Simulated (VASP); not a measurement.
# Ta (P6_3/mmc) in VASP: notebook

The runs below take Ta through single point, with PBE.

Program: VASP 6.6.1. These are calculated values, not measurements. Logs are shortened: lines on timing, memory, paths and dates and some standing lists are left out, and cuts for length are marked.

**1. The cell of the first run**

Symmetry: P6_3/mmc, No. 194, hexagonal system. The conventional cell has a = 2.974 Å, b = 2.974 Å, c = 5.285 Å, α = 90.00°, β = 90.00°, γ = 120.00°. Within 3.9 Å of Ta (site symmetry -6m2) lie 12 Ta at 2.97 to 3.15 Å.

This isn't the form of Ta at room conditions, which is bcc.

**2. Single point, PBE (20.24 Å³/atom)**

File INCAR:

```
PREC = Accurate ; ENCUT = 520
EDIFF = 1E-6 ; ISMEAR = -1
SIGMA = 0.1 ; LREAL = False
LASPH = True ; NELM = 80
ALGO = Normal ; ISIF = 2
LWAVE = False ; LCHARG = True
GGA = PE ; LELF = True
LVHAR = True ; NBANDS = 18
```

File KPOINTS:

```
regular mesh
0
Gamma
  20 20 10
```

File POSCAR:

```
Ta
1.0
    2.9740156839      0.0000000000      0.0000000000
   -1.4870078420      2.5755731335      0.0000000000
    0.0000000000      0.0000000000      5.2847252910
Ta
2
Direct
    0.3333333333      0.6666666667      0.2500000000
    0.6666666667      0.3333333333      0.7500000000
```

Potentials or basis: VASP PAW PBE potentials, release 64 (Ta_pv).

Run with:

```
cat potpaw_PBE.64/Ta_pv/POTCAR > POTCAR
mpirun -np 1 vasp_std > vasp.out
```

OUTCAR:

```text
PREC = Accurate
   ENCUT = 520
   EDIFF = 1E-6
   ISMEAR = -1
   LREAL = False
   LASPH = True
   NELM = 80
   ISIF = 2
   GGA = PE

 ion  position               nearest neighbor table
   1  0.333  0.667  0.250-   2 3.15   2 3.15   2 3.15   2 3.15   2 3.15   2 3.15
   2  0.667  0.333  0.750-   1 3.15   1 3.15   1 3.15   1 3.15   1 3.15   1 3.15

  LATTYP: Found a hexagonal cell.
 ALAT       =     2.9740156839
 C/A-ratio  =     1.7769661806

  Lattice vectors:

 A1 = (   2.9740156839,   0.0000000000,   0.0000000000)
 A2 = (  -1.4870078420,   2.5755731335,   0.0000000000)
 A3 = (   0.0000000000,   0.0000000000,   5.2847252910)

Analysis of symmetry for initial positions (statically):
=====================================================================
 Subroutine PRICEL returns:
 Original cell was already a primitive cell.

 Routine SETGRP: Setting up the symmetry group for a
 hexagonal supercell.

 Subroutine GETGRP returns: Found 24 space group operations
 (whereof 12 operations were pure point group operations)
 out of a pool of 24 trial point group operations.

The static configuration has the point symmetry D_3d.
 The point group associated with its full space group is D_6h.

Analysis of symmetry for dynamics (positions and initial velocities):
=====================================================================
 Subroutine PRICEL returns:
 Original cell was already a primitive cell.

 Routine SETGRP: Setting up the symmetry group for a
 hexagonal supercell.

 Subroutine GETGRP returns: Found 24 space group operations
 (whereof 12 operations were pure point group operations)
 out of a pool of 24 trial point group operations.

The dynamic configuration has the point symmetry D_3d.
 The point group associated with its full space group is D_6h.

 Subroutine INISYM returns: Found 24 space group operations
 (whereof 12 operations are pure point group operations),
 and found     1 'primitive' translations

----------------------------------------------------------------------------------------

                                     Primitive cell

  volume of cell :      40.4799

  direct lattice vectors                    reciprocal lattice vectors
     2.974015684  0.000000000  0.000000000     0.336245705  0.194131548  0.000000000
    -1.487007842  2.575573133  0.000000000     0.000000000  0.388263096  0.000000000
     0.000000000  0.000000000  5.284725291     0.000000000  0.000000000  0.189224594

  length of vectors
     2.974015684  2.974015684  5.284725291     0.388263096  0.388263096  0.189224594

  position of ions in fractional coordinates (direct lattice)
     0.333333333  0.666666667  0.250000000
     0.666666667  0.333333333  0.750000000

  ion indices of the primitive-cell ions
   primitive index   ion index
                 1           1
                 2           2

----------------------------------------------------------------------------------------

 KPOINTS: regular mesh

Automatic generation of k-mesh.
 Grid dimensions read from file:
 generate k-points for:   20   20   10

 Generating k-lattice:

  Cartesian coordinates                     Fractional coordinates (reciprocal lattice)
     0.016812285  0.009706577  0.000000000     0.050000000  0.000000000  0.000000000
     0.000000000  0.019413155  0.000000000     0.000000000  0.050000000  0.000000000
     0.000000000  0.000000000  0.018922459     0.000000000  0.000000000  0.100000000

  Length of vectors
     0.019413155  0.019413155  0.018922459

  Shift w.r.t. Gamma in fractional coordinates (k-lattice)
     0.000000000  0.000000000  0.000000000

 Subroutine IBZKPT returns following result:
 ===========================================

 Found    264 irreducible k-points:

 Following reciprocal coordinates:
            Coordinates               Weight
  0.000000  0.000000  0.000000      1.000000
  0.050000  0.000000  0.000000      6.000000
  0.100000 -0.000000  0.000000      6.000000
  0.150000 -0.000000  0.000000      6.000000
  0.200000 -0.000000  0.000000      6.000000
  0.250000  0.000000  0.000000      6.000000
[... 16 lines left out ...]
  0.200000  0.100000  0.000000     12.000000
  0.250000  0.100000  0.000000     12.000000
 [... further k-points ...]
   k-points           NKPTS =    264   k-points in BZ     NKDIM =    264   number of bands    NBANDS=     18
   number of dos      NEDOS =    301   number of ions     NIONS =      2
   total plane-waves  NPLWV =  23040
   dimension x,y,z NGX =    24 NGY =   24 NGZ =   40
   dimension x,y,z NGXF=    48 NGYF=   48 NGZF=   80
   ions per type =               2
   NGX,Y,Z   is equivalent  to a cutoff of  13.42, 13.42, 12.58 a.u.
   NGXF,Y,Z  is equivalent  to a cutoff of  26.83, 26.83, 25.17 a.u.
 SYSTEM =  unknown system
   PREC   = accura    normal or accurate (medium, high low for compatibility)
   ISTART =      0    job   : 0-new  1-cont  2-samecut
   ICHARG =      2    charge: 1-file 2-atom 10-const
   ISPIN  =      1    spin polarized calculation?
   LNONCOLLINEAR =      F non collinear calculations
   LSORBIT =      F    spin-orbit coupling
   LASPH  =      T    aspherical Exc in radial PAW
   ENCUT  =  520.0 eV  38.22 Ry    6.18 a.u.   5.53  5.53  9.83*2*pi/ulx,y,z
   NELM   =     80;   NELMIN=  2; NELMDL= -5     # of ELM steps
   EDIFF  = 0.1E-05   stopping-criterion for ELM
   LREAL  =      F    real-space projection
   EDIFFG = 0.1E-04   stopping-criterion for IOM
   NSW    =      0    number of steps for IOM
   IBRION =     -1    ionic relax: 0-MD 1-quasi-New 2-CG
   NFREE  =      0    steps in history (QN), initial steepest desc. (CG)
   ISIF   =      2    stress and relaxation
   ISYM   =      2    0-nonsym 1-usesym 2-fastsym
   POTIM  = 0.5000    time-step for ionic-motion
   TEBEG  =    0.0;   TEEND  =   0.0 temperature during run
   PSTRESS=    0.0 pullay stress
   NELECT =      22.0000    total number of electrons
   NUPDOWN=      -1.0000    fix difference up-down
   EMIN   =  10.00;   EMAX   =-10.00  energy-range for DOS
   EFERMI =   0.00;   METHOD = LEGACY
   ISMEAR =    -1;   SIGMA  =   0.10  broadening in eV -4-tet -1-fermi 0-gaus
   EFERMI_NEDOS =   21; number of points for ismear=-14 and -15
   IALGO  =     38    algorithm
   IMIX   =      4    mixing-type and parameters
     AMIX     =   0.40;   BMIX     =  1.00
     AMIX_MAG =   1.60;   BMIX_MAG =  1.00
  volume/ion in A,a.u.               =      20.24       136.59
  Fermi-wavevector in a.u.,A,eV,Ry     =   1.335988  2.524651 24.284546  1.784864
  Thomas-Fermi vector in A             =   2.464649
   LORBIT       =      0    0 simple, 1 ext, 2 COOP (PROOUT), +10 PAW based schemes
   GGA     = PE    functional components
   LHFCALC =     F    Hartree Fock is set to
   AEXX    =    0.0000 exact exchange contribution
   IVDW    =     0    specifies the selected vdW correction
   LEPSILON=     F    determine dielectric tensor
   LRPA    =     F    only Hartree local field effects (RPA)
 non-spin polarized calculation
  energy-cutoff  :      520.00
  volume of cell :       40.48
 maximum number of plane-waves:      1118
 NGX is ok and might be reduce to    24
   NGX = 11   NGY = 11   NGZ = 19

 number of electron      21.9999997 magnetization

 Free energy of the ion-electron system (eV)
  ---------------------------------------------------
  ext. energy  EPLUGINS =         0.00000000
  ---------------------------------------------------
  free energy    TOTEN  =       -22.98893630 eV

  energy without entropy =      -22.89194161  energy(sigma->0) =      -22.94043896

 E-fermi :   4.9742     XC(G=0): -12.0202

 val. band max:        4.9723211710   @ k =   0.4500   0.1000   0.3000
 cond. band min:       4.9769431016   @ k =   0.3500   0.1500   0.5000
 fundamental gap:      0.0046219306
 Fermi energy:         4.9742346547

 k-point     1 :       0.0000    0.0000    0.0000
  band No.  band energies     occupation
      1     -29.6329      2.00000
      2     -29.0056      2.00000
      3     -28.9045      2.00000
      4     -28.9045      2.00000
      5     -28.8395      2.00000
      6     -28.8395      2.00000
[... 10 lines left out ...]
     17       9.6765      0.00000
     18       9.6765      0.00000

 k-point     2 :       0.0500    0.0000    0.0000
  band No.  band energies     occupation
      1     -29.6267      2.00000
      2     -29.0064      2.00000
      3     -28.9245      2.00000
      4     -28.9100      2.00000
      5     -28.8600      2.00000
      6     -28.8432      2.00000
[... 10 lines left out ...]
     17       9.7127      0.00000
     18       9.8689      0.00000

 k-point     3 :       0.1000   -0.0000    0.0000
  band No.  band energies     occupation
      1     -29.6087      2.00000
      2     -29.0087      2.00000
      3     -28.9825      2.00000
      4     -28.9258      2.00000
      5     -28.9190      2.00000
      6     -28.8543      2.00000
[... 10 lines left out ...]
     17       9.7987      0.00000
     18      10.3507      0.00000

 k-point     4 :       0.1500   -0.0000    0.0000
  band No.  band energies     occupation
      1     -29.5797      2.00000
      2     -29.0722      2.00000
      3     -29.0131      2.00000
      4     -29.0093      2.00000
      5     -28.9500      2.00000
      6     -28.8717      2.00000
[... 10 lines left out ...]
     17       9.8936      0.00000
     18      10.9882      0.00000

 k-point     5 :       0.2000   -0.0000    0.0000
  band No.  band energies     occupation
      1     -29.5416      2.00000
      2     -29.1846      2.00000
      3     -29.1206      2.00000
      4     -29.0202      2.00000
      5     -28.9800      2.00000
      6     -28.8938      2.00000
[... 10 lines left out ...]
     17       9.9695      0.00000
     18      11.6982      0.00000

 k-point     6 :       0.2500    0.0000    0.0000
  band No.  band energies     occupation
      1     -29.4968      2.00000
      2     -29.3079      2.00000
      3     -29.2408      2.00000
      4     -29.0305      2.00000
      5     -29.0127      2.00000
      6     -28.9187      2.00000
[... 10 lines left out ...]
     17      10.0169      0.00000
     18      12.2782      0.00000

 k-point     7 :       0.3000   -0.0000    0.0000
  band No.  band energies     occupation
      1     -29.4480      2.00000
      2     -29.4299      2.00000
      3     -29.3582      2.00000
      4     -29.0448      2.00000
      5     -29.0446      2.00000
      6     -28.9438      2.00000
[... 10 lines left out ...]
     17      10.0379      0.00000
     18      12.0636      0.00000

 k-point     8 :       0.3500   -0.0000    0.0000
  band No.  band energies     occupation
      1     -29.5387      2.00000
      2     -29.4618      2.00000
      3     -29.3990      2.00000
      4     -29.0735      2.00000
      5     -29.0623      2.00000
      6     -28.9665      2.00000
[... 10 lines left out ...]
     17      10.0406      0.00000
     18      11.9711      0.00000
[... 229 lines left out ...]
     17      10.8276      0.00000
     18      12.3911      0.00000

 k-point    20 :       0.4500    0.0500    0.0000
  band No.  band energies     occupation
      1     -29.6866      2.00000
      2     -29.6016      2.00000
      3     -29.3079      2.00000
      4     -29.1260      2.00000
      5     -29.1069      2.00000
      6     -29.0120      2.00000
[... 10 lines left out ...]
     17      11.4179      0.00000
     18      12.1864      0.00000

 k-point    21 :       0.1000    0.1000    0.0000
  band No.  band energies     occupation
      1     -29.5630      2.00000
      2     -29.1082      2.00000
      3     -29.0702      2.00000
      4     -29.0160      2.00000
      5     -28.9559      2.00000
      6     -28.8926      2.00000
[... 10 lines left out ...]
     17       9.8032      0.00000
     18      11.4045      0.00000

 k-point    22 :       0.1500    0.1000    0.0000
  band No.  band energies     occupation
      1     -29.5260      2.00000
      2     -29.2051      2.00000
      3     -29.1708      2.00000
      4     -29.0235      2.00000
      5     -28.9905      2.00000
      6     -28.9219      2.00000
[... 10 lines left out ...]
     17       9.7897      0.00000
     18      12.1142      0.00000

 k-point    23 :       0.2000    0.1000    0.0000
  band No.  band energies     occupation
      1     -29.4823      2.00000
      2     -29.3164      2.00000
      3     -29.2740      2.00000
      4     -29.0343      2.00000
      5     -29.0311      2.00000
      6     -28.9528      2.00000
[... 10 lines left out ...]
     17       9.7738      0.00000
     18      12.2549      0.00000

 k-point    24 :       0.2500    0.1000    0.0000
  band No.  band energies     occupation
      1     -29.4347      2.00000
      2     -29.4282      2.00000
      3     -29.3732      2.00000
      4     -29.0721      2.00000
      5     -29.0489      2.00000
      6     -28.9832      2.00000
[... 10 lines left out ...]
     17       9.7497      0.00000
     18      12.1379      0.00000

 [... further k-points ...]

------------------------ aborting loop because EDIFF is reached ----------------------------------------

  FORCE on cell =-STRESS in cart. coord.  units (eV):
  Direction    XX          YY          ZZ          XY          YZ          ZX
  --------------------------------------------------------------------------------------
  -------------------------------------------------------------------------------------
  Total       -3.1774893     -3.1774893     -2.9935707      0.0000000      0.0000000      0.0000000
  in kB     -125.7636452   -125.7636452   -118.4842286      0.0000000      0.0000000      0.0000000
  external PRESSURE =    -123.3371730 kB  Pullay stress =       0.0000000 kB

 VOLUME and BASIS-vectors are now :
 -----------------------------------------------------------------------------
  energy-cutoff  :      520.00
  volume of cell :       40.48
      direct lattice vectors                 reciprocal lattice vectors
     2.974015684  0.000000000  0.000000000     0.336245705  0.194131548  0.000000000
    -1.487007842  2.575573133  0.000000000     0.000000000  0.388263096  0.000000000
     0.000000000  0.000000000  5.284725291     0.000000000  0.000000000  0.189224594

 POSITION                                       TOTAL-FORCE (eV/Angst)
 -----------------------------------------------------------------------------------
     -0.00000      1.71705      1.32118        -0.000000      0.000000      0.000000
      1.48701      0.85852      3.96354         0.000000     -0.000000      0.000000
 -----------------------------------------------------------------------------------
    total drift:                               -0.000000      0.000000     -0.000000

  FREE ENERGIE OF THE ION-ELECTRON SYSTEM (eV)
  ---------------------------------------------------
  free  energy   TOTEN  =       -22.9889362984 eV

  energy  without entropy=      -22.8919416118  energy(sigma->0) =      -22.94043896
```

Wall time 2 min (1 thread of AMD EPYC 9R14 (Zen 4), shared host); peak memory 0.24 GiB.

What came out:

- Free energy: -22.9889 eV
- Pressure: -12.3 GPa
- Band gap on the k mesh: zero (bands 11 and 12 overlap by 1.91 eV)

Stress tensor (GPa, compression positive):
```
-12.58   0.00   0.00
  0.00 -12.58   0.00
  0.00   0.00 -11.85
```

Caveat: the cell stands under tension; spin-orbit coupling is left out, which moves the levels of the heavy elements.

**3. Single point, PBE (20.99 Å³/atom)**

This run uses another cell than the first one, of 20.99 Å³/atom.

File INCAR:

```
PREC = Accurate ; ENCUT = 520
EDIFF = 1E-6 ; ISMEAR = -1
SIGMA = 0.1 ; LREAL = F
LASPH = T ; NELM = 100
ALGO = Normal ; ISIF = 2
LWAVE = F ; LCHARG = T
GGA = PE ; LELF = T
LVHAR = T ; NBANDS = 18
```

KPOINTS is that of step 2.

File POSCAR:

```
Ta
1.0
    3.0102877427      0.0000000000      0.0000000000
   -1.5051438714      2.6069856579      0.0000000000
    0.0000000000      0.0000000000      5.3491795126
Ta
2
Direct
    0.3333333333      0.6666666667      0.2500000000
    0.6666666667      0.3333333333      0.7500000000
```

Potentials or basis: VASP PAW PBE potentials, release 64 (Ta_pv).

Run with:

```
cat potpaw_PBE.64/Ta_pv/POTCAR > POTCAR
mpirun -np 1 vasp_std > vasp.out
```

Run time: 1.9 min. Hardware: 1 thread of AMD EPYC 9R14 (Zen 4), shared host; peak memory 0.25 GiB.

The run converged. Its results:

```yaml
Free_energy: -22.8513 eV
Pressure: -17.0 GPa
Band_gap_on_the_k_mesh: zero (bands 11 and 12 overlap by 1.80 eV)
```

Stress tensor (GPa, compression positive):
```
-17.44   0.00   0.00
  0.00 -17.44   0.00
  0.00   0.00 -16.14
```

Levels at points of the mesh, in eV from the Fermi level:
```csv
k point,band 8,band 9,band 10,band 11,band 12,band 13,band 14,band 15
"(0.00, 0.00, 0.00)",-4.50,-0.39,-0.31,0.61,0.61,1.09,1.09,2.64
"(0.50, 0.00, 0.00)",-3.31,-2.82,-0.61,-0.28,0.44,0.85,4.81,5.56
"(0.00, 0.00, 0.50)",-6.04,-1.00,-1.00,0.65,0.65,0.65,0.65,3.86
"(0.50, 0.00, 0.50)",-3.82,-1.92,-1.92,1.14,1.14,2.34,2.34,4.80
```

Caveat: the cell stands under tension; spin-orbit coupling is left out, which moves the levels of the heavy elements.

**4. Single point, PBE, non-collinear spin, zero start, spin-orbit coupling**

This run uses another cell than the first one, of 18.74 Å³/atom.

File INCAR:

```
SYSTEM = Ta
PREC = Accurate ; ENCUT = 520
EDIFF = 1E-7 ; ISMEAR = -1
SIGMA = 0.1 ; LREAL = .FALSE.
LASPH = .TRUE. ; NELM = 150
ALGO = Normal ; ISIF = 2
LWAVE = .FALSE. ; LCHARG = .FALSE.
MAGMOM = 0 0 0 0 0 0 ; LORBIT = 11
LSORBIT = .TRUE. ; GGA_COMPAT = .FALSE.
LORBMOM = .TRUE. ; LMAXMIX = 4
GGA = PE ; NBANDS = 34
```

File KPOINTS:

```
Automatic mesh
0
G
  12 12 6
  0 0 0
```

File POSCAR:

```
Ta
1.0
    2.8986915379      0.0000000000      0.0000000000
   -1.4493457690      2.5103405095      0.0000000000
    0.0000000000      0.0000000000      5.1508768308
Ta
2
Direct
    0.3333333333      0.6666666667      0.2500000000
    0.6666666667      0.3333333333      0.7500000000
```

Run with:

```
cat potpaw_PBE.64/Ta_pv/POTCAR > POTCAR
mpirun -np 1 vasp_ncl > vasp.out
```

Wall time 2.8 min (1 thread of AMD EPYC 9R14 (Zen 4), shared host); peak memory 0.3 GiB.

Results (log left out):

```yaml
Free_energy: -24.5651 eV
Pressure: -0.1 GPa
Net_moment: 0.00 μB per cell
Valence_electrons_inside_the_program's_atomic_spheres: Ta 8.89
```

Stress tensor (GPa, compression positive):
```
 0.05  0.00  0.00
 0.00  0.05  0.00
 0.00  0.00 -0.27
```

Moments on the atoms (μB; x, y, z):
```
Ta  0.00 0.00 0.00
Ta  0.00 0.00 0.00
```

**5. Overview**

```tsv
spin	cell	k mesh	gap on the mesh (eV)	pressure (GPa)
off	a = 2.974, b = 2.974, c = 5.285 Å, angles 90.0, 90.0, 120.0°, 2 atoms	20 × 20 × 10	none	-12.3
off	a = 3.010, b = 3.010, c = 5.349 Å, angles 90.0, 90.0, 120.0°, 2 atoms	20 × 20 × 10	none	-17.0
non-collinear, zero start, SOC	a = 2.899, b = 2.899, c = 5.151 Å, angles 90.0, 90.0, 120.0°, 2 atoms	12 × 12 × 6	-	-0.1
```

Alike in all rows: task single point; level PBE; potentials or basis VASP PAW PBE potentials, release 64 (Ta_pv); cutoff (eV) 520; smearing fermi-dirac 0.1 eV.

Caveats: the cell stands under tension (at least some runs); spin-orbit coupling is left out, which moves the levels of the heavy elements (at least some runs).

Absolute energies hang on the potentials; compare differences alone.
